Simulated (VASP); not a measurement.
# Ir (Fm-3m) in VASP: further runs

The runs below take Ir through relaxation of cell and atoms, single point, with PBE.

Program: VASP 6.6.1. These are calculated values, not measurements. Logs are shortened: lines on timing, memory, paths and dates and some standing lists are left out, and cuts for length are marked.

## (1) The cell of the first run

It takes space group Fm-3m (No. 225, cubic). The conventional cell has a = 3.876 Å, b = 3.876 Å, c = 3.876 Å, α = 90.00°, β = 90.00°, γ = 90.00°. Within 3.6 Å of Ir (site symmetry m-3m) lie 12 Ir at 2.74 Å.

## (2) Relaxation of cell and atoms, PBE

INCAR

```
  PREC = Accurate
  ENCUT = 600
  EDIFF = 1E-6
  ISMEAR = 0
  SIGMA = 0.1
  LREAL = F
  LASPH = T
  NELM = 60
  ALGO = Fast
  ISIF = 3
  LWAVE = F
  LCHARG = F
  GGA = PE
  IBRION = 2
  NSW = 100
  EDIFFG = -0.005
```

KPOINTS

```
Automatic mesh
0
Gamma
  18 18 18
```

POSCAR

```
Ir
1.0
    0.0000000000      1.9379712973      1.9379712973
    1.9379712973      0.0000000000      1.9379712973
    1.9379712973      1.9379712973      0.0000000000
Ir
1
Direct
    0.0000000000      0.0000000000      0.0000000000
```

Potentials or basis: VASP PAW PBE potentials, release 64 (Ir).

On the command line:

```bash
$ cat potpaw_PBE.64/Ir/POTCAR > POTCAR
$ mpirun -np 1 vasp_std > vasp.out
```

OUTCAR:

```text
PREC = Accurate
   ENCUT = 600
   EDIFF = 1E-6
   ISMEAR = 0
   LREAL = F
   LASPH = T
   NELM = 60
   ISIF = 3
   GGA = PE
   IBRION = 2
   NSW = 100
   EDIFFG = -0.005

 ion  position               nearest neighbor table
   1  0.000  0.000  0.000-

  LATTYP: Found a face centered cubic cell.
 ALAT       =     3.8759425946

  Lattice vectors:

 A1 = (   0.0000000000,   1.9379712973,   1.9379712973)
 A2 = (   1.9379712973,   0.0000000000,   1.9379712973)
 A3 = (   1.9379712973,   1.9379712973,   0.0000000000)

Analysis of symmetry for initial positions (statically):
=====================================================================
 Subroutine PRICEL returns:
 Original cell was already a primitive cell.

 Routine SETGRP: Setting up the symmetry group for a
 face centered cubic supercell.

 Subroutine GETGRP returns: Found 48 space group operations
 (whereof 48 operations were pure point group operations)
 out of a pool of 48 trial point group operations.

The static configuration has the point symmetry O_h .

Analysis of symmetry for dynamics (positions and initial velocities):
=====================================================================
 Subroutine PRICEL returns:
 Original cell was already a primitive cell.

 Routine SETGRP: Setting up the symmetry group for a
 face centered cubic supercell.

 Subroutine GETGRP returns: Found 48 space group operations
 (whereof 48 operations were pure point group operations)
 out of a pool of 48 trial point group operations.

The dynamic configuration has the point symmetry O_h .

 Subroutine INISYM returns: Found 48 space group operations
 (whereof 48 operations are pure point group operations),
 and found     1 'primitive' translations

----------------------------------------------------------------------------------------

                                     Primitive cell

  volume of cell :      14.5570

  direct lattice vectors                    reciprocal lattice vectors
     0.000000000  1.937971297  1.937971297    -0.258001757  0.258001757  0.258001757
     1.937971297  0.000000000  1.937971297     0.258001757 -0.258001757  0.258001757
     1.937971297  1.937971297  0.000000000     0.258001757  0.258001757 -0.258001757

  length of vectors
     2.740705292  2.740705292  2.740705292     0.446872152  0.446872152  0.446872152

  position of ions in fractional coordinates (direct lattice)
     0.000000000  0.000000000  0.000000000

  ion indices of the primitive-cell ions
   primitive index   ion index
                 1           1

----------------------------------------------------------------------------------------

 KPOINTS: Automatic mesh

Automatic generation of k-mesh.
 Grid dimensions read from file:
 generate k-points for:   18   18   18

 Generating k-lattice:

  Cartesian coordinates                     Fractional coordinates (reciprocal lattice)
    -0.014333431  0.014333431  0.014333431     0.055555556  0.000000000  0.000000000
     0.014333431 -0.014333431  0.014333431     0.000000000  0.055555556  0.000000000
     0.014333431  0.014333431 -0.014333431     0.000000000  0.000000000  0.055555556

  Length of vectors
     0.024826231  0.024826231  0.024826231

  Shift w.r.t. Gamma in fractional coordinates (k-lattice)
     0.000000000  0.000000000  0.000000000

 Subroutine IBZKPT returns following result:
 ===========================================

 Found    195 irreducible k-points:

 Following reciprocal coordinates:
            Coordinates               Weight
  0.000000  0.000000  0.000000      1.000000
  0.055556  0.000000  0.000000      8.000000
  0.111111  0.000000  0.000000      8.000000
  0.166667  0.000000  0.000000      8.000000
  0.222222  0.000000  0.000000      8.000000
  0.277778  0.000000  0.000000      8.000000
[... 16 lines left out ...]
 -0.277778  0.055556  0.000000     24.000000
 -0.222222  0.055556  0.000000     24.000000
 [... further k-points ...]
   k-points           NKPTS =    195   k-points in BZ     NKDIM =    195   number of bands    NBANDS=      8
   number of dos      NEDOS =    301   number of ions     NIONS =      1
   total plane-waves  NPLWV =  13824
   dimension x,y,z NGX =    24 NGY =   24 NGZ =   24
   dimension x,y,z NGXF=    48 NGYF=   48 NGZF=   48
   ions per type =               1
   NGX,Y,Z   is equivalent  to a cutoff of  14.56, 14.56, 14.56 a.u.
   NGXF,Y,Z  is equivalent  to a cutoff of  29.12, 29.12, 29.12 a.u.
 SYSTEM =  unknown system
   PREC   = accura    normal or accurate (medium, high low for compatibility)
   ISTART =      0    job   : 0-new  1-cont  2-samecut
   ICHARG =      2    charge: 1-file 2-atom 10-const
   ISPIN  =      1    spin polarized calculation?
   LNONCOLLINEAR =      F non collinear calculations
   LSORBIT =      F    spin-orbit coupling
   LASPH  =      T    aspherical Exc in radial PAW
   ENCUT  =  600.0 eV  44.10 Ry    6.64 a.u.   5.47  5.47  5.47*2*pi/ulx,y,z
   NELM   =     60;   NELMIN=  2; NELMDL= -5     # of ELM steps
   EDIFF  = 0.1E-05   stopping-criterion for ELM
   LREAL  =      F    real-space projection
   EDIFFG = -.5E-02   stopping-criterion for IOM
   NSW    =    100    number of steps for IOM
   IBRION =      2    ionic relax: 0-MD 1-quasi-New 2-CG
   NFREE  =      1    steps in history (QN), initial steepest desc. (CG)
   ISIF   =      3    stress and relaxation
   ISYM   =      2    0-nonsym 1-usesym 2-fastsym
   POTIM  = 0.5000    time-step for ionic-motion
   TEBEG  =    0.0;   TEEND  =   0.0 temperature during run
   PSTRESS=    0.0 pullay stress
   NELECT =       9.0000    total number of electrons
   NUPDOWN=      -1.0000    fix difference up-down
   EMIN   =  10.00;   EMAX   =-10.00  energy-range for DOS
   EFERMI =   0.00;   METHOD = LEGACY
   ISMEAR =     0;   SIGMA  =   0.10  broadening in eV -4-tet -1-fermi 0-gaus
   EFERMI_NEDOS =   21; number of points for ismear=-14 and -15
   IALGO  =     68    algorithm
   IMIX   =      4    mixing-type and parameters
     AMIX     =   0.40;   BMIX     =  1.00
     AMIX_MAG =   1.60;   BMIX_MAG =  1.00
  volume/ion in A,a.u.               =      14.56        98.24
  Fermi-wavevector in a.u.,A,eV,Ry     =   1.394649  2.635505 26.463964  1.945047
  Thomas-Fermi vector in A             =   2.518178
   LORBIT       =      0    0 simple, 1 ext, 2 COOP (PROOUT), +10 PAW based schemes
   GGA     = PE    functional components
   LHFCALC =     F    Hartree Fock is set to
   AEXX    =    0.0000 exact exchange contribution
   IVDW    =     0    specifies the selected vdW correction
   LEPSILON=     F    determine dielectric tensor
   LRPA    =     F    only Hartree local field effects (RPA)
 conjugate gradient relaxation of ions
 non-spin polarized calculation
 RMM-DIIS sequential band-by-band and
 Gauss-broadening in eV      SIGMA  =   0.10
  energy-cutoff  :      600.00
  volume of cell :       14.56
 maximum number of plane-waves:       531
 NGX is ok and might be reduce to    24
   NGX = 11   NGY = 11   NGZ = 11

--------------------------------------- Ionic step        1  -------------------------------------------

 number of electron       9.0000000 magnetization

 Free energy of the ion-electron system (eV)
  ---------------------------------------------------
  ext. energy  EPLUGINS =         0.00000000
  ---------------------------------------------------
  free energy    TOTEN  =        -8.85391067 eV

  energy without entropy =       -8.84850496  energy(sigma->0) =       -8.85120781

------------------------ aborting loop because EDIFF is reached ----------------------------------------

  FORCE on cell =-STRESS in cart. coord.  units (eV):
  Direction    XX          YY          ZZ          XY          YZ          ZX
  --------------------------------------------------------------------------------------
  -------------------------------------------------------------------------------------
  Total       -0.0840440     -0.0840440     -0.0840440      0.0000000      0.0000000      0.0000000
  in kB       -9.2500712     -9.2500712     -9.2500712      0.0000000      0.0000000      0.0000000
  external PRESSURE =      -9.2500712 kB  Pullay stress =       0.0000000 kB
[... 20 lines left out ...]
  energy  without entropy=       -8.8485049562  energy(sigma->0) =       -8.85120781

--------------------------------------- Ionic step        2  -------------------------------------------

 number of electron       9.0000000 magnetization

 E-fermi :  10.1562     XC(G=0): -13.8906

 val. band max:       10.1528188103   @ k =   0.5000   0.2222   0.1111
 cond. band min:      10.1610899404   @ k =   0.3333   0.1111   0.0556
 fundamental gap:      0.0082711302
 Fermi energy:        10.1561627879

 k-point     1 :       0.0000    0.0000    0.0000
  band No.  band energies     occupation
      1      -0.8196      2.00000
      2       6.3344      2.00000
      3       6.3344      2.00000
      4       6.3344      2.00000
      5       8.9538      2.00000
      6       8.9538      2.00000
      7      24.4811      0.00000
      8      29.9700      0.00000
[... 285 lines left out ...]
  energy  without entropy=       -8.8472398545  energy(sigma->0) =       -8.84987811

--------------------------------------- Ionic step        3  -------------------------------------------

 number of electron       9.0000000 magnetization

 Free energy of the ion-electron system (eV)
  ---------------------------------------------------
  ext. energy  EPLUGINS =         0.00000000
  ---------------------------------------------------
  free energy    TOTEN  =        -8.85401068 eV

  energy without entropy =       -8.84863259  energy(sigma->0) =       -8.85132164

 E-fermi :   9.9913     XC(G=0): -13.8335

 val. band max:        9.9886751437   @ k =   0.5000   0.2222   0.1111
 cond. band min:       9.9956236606   @ k =   0.3333   0.1111   0.0556
 fundamental gap:      0.0069485170
 Fermi energy:         9.9912864556

 k-point     1 :       0.0000    0.0000    0.0000
  band No.  band energies     occupation
      1      -0.8808      2.00000
      2       6.2265      2.00000
      3       6.2265      2.00000
      4       6.2265      2.00000
      5       8.8059      2.00000
      6       8.8059      2.00000
      7      24.3346      0.00000
      8      29.7667      0.00000
[... 281 lines left out ...]
  FREE ENERGIE OF THE ION-ELECTRON SYSTEM (eV)
  ---------------------------------------------------
  free  energy   TOTEN  =        -8.8540106803 eV

  energy  without entropy=       -8.8486325918  energy(sigma->0) =       -8.85132164

 reached required accuracy - stopping structural energy minimisation
```

Run time: 32 s. Hardware: 1 thread of Intel Xeon Platinum 8488C (Sapphire Rapids), shared host; peak memory 0.17 GiB.

Results:

```
Free energy                           : -8.8540 eV
Relaxed volume                        : 14.52 Å³/atom
Relaxed cell                          : a = 2.738 Å, b = 2.738 Å, c = 2.738 Å, α = 60.00°, β = 60.00°, γ = 60.00°
Space group after relaxing (to 0.1 Å) : Fm-3m (No. 225)
Energy gained by relaxing             : 0.1 meV/atom
Ionic steps                           : 3
Pressure after relaxing               : 0.0 GPa
Band gap on the k mesh                : zero (an odd number of electrons rules out a gap without spin polarisation)
```

The path:
```tsv
step	energy change (eV)	largest force (eV/Å)	pressure (GPa)	volume (Å³)
1	0.0000	0.0000	-0.93	14.56
2	0.0014	0.0000	3.49	14.38
3	-0.0001	0.0000	-0.05	14.52
```

Final structure:
```yaml
crystal:
  lattice:
    - [0.00000, 1.93631, 1.93631]
    - [1.93631, 0.00000, 1.93631]
    - [1.93631, 1.93631, 0.00000]
  atoms:
    - { symbol: Ir, position: [0.00000, 0.00000, 0.00000] }
```

Caveat: spin-orbit coupling is left out, which moves the levels of the heavy elements.

## (3) Single point, PBE

This run uses another cell than the first one, of 14.50 Å³/atom.

INCAR

```
PREC = Accurate
ENCUT = 520
EDIFF = 1E-6
ISMEAR = 0
SIGMA = 0.1
LREAL = F
LASPH = T
NELM = 100
ALGO = Normal
ISIF = 2
LWAVE = F
LCHARG = F
GGA = PE
NBANDS = 10
```

KPOINTS is that of step 2.

POSCAR

```
Ir
1.0
    0.0000000000      1.9353284930      1.9353284930
    1.9353284930      0.0000000000      1.9353284930
    1.9353284930      1.9353284930      0.0000000000
Ir
1
Direct
    0.0000000000      0.0000000000      0.0000000000
```

Potentials or basis: VASP PAW PBE potentials, release 64 (Ir).

On the command line:

```bash
$ cat potpaw_PBE.64/Ir/POTCAR > POTCAR
$ mpirun -np 1 vasp_std > vasp.out
```

It took 24 s on 1 thread of Intel Xeon Platinum 8175M at 2.50GHz (Skylake/Cascade Lake), shared host; peak memory 0.15 GiB.

Results (log left out):

- Free energy: -8.8538 eV
- Pressure: 0.5 GPa
- Band gap on the k mesh: zero (an odd number of electrons rules out a gap without spin polarisation)

Levels at points of the mesh, in eV from the Fermi level:
```csv
k point,band 1,band 2,band 3,band 4,band 5,band 6,band 7,band 8,band 9
"(0.00, 0.00, 0.00)",-10.89,-3.77,-3.77,-3.77,-1.19,-1.19,14.34,19.78,19.78
"(0.50, 0.00, 0.00)",-7.87,-3.87,-3.87,-0.73,0.82,0.82,6.99,13.88,19.55
"(0.50, 0.50, 0.00)",-7.66,-7.11,0.79,1.38,1.38,1.67,10.15,11.56,11.56
```

Caveat: spin-orbit coupling is left out, which moves the levels of the heavy elements.

[end of part 1 of 2]
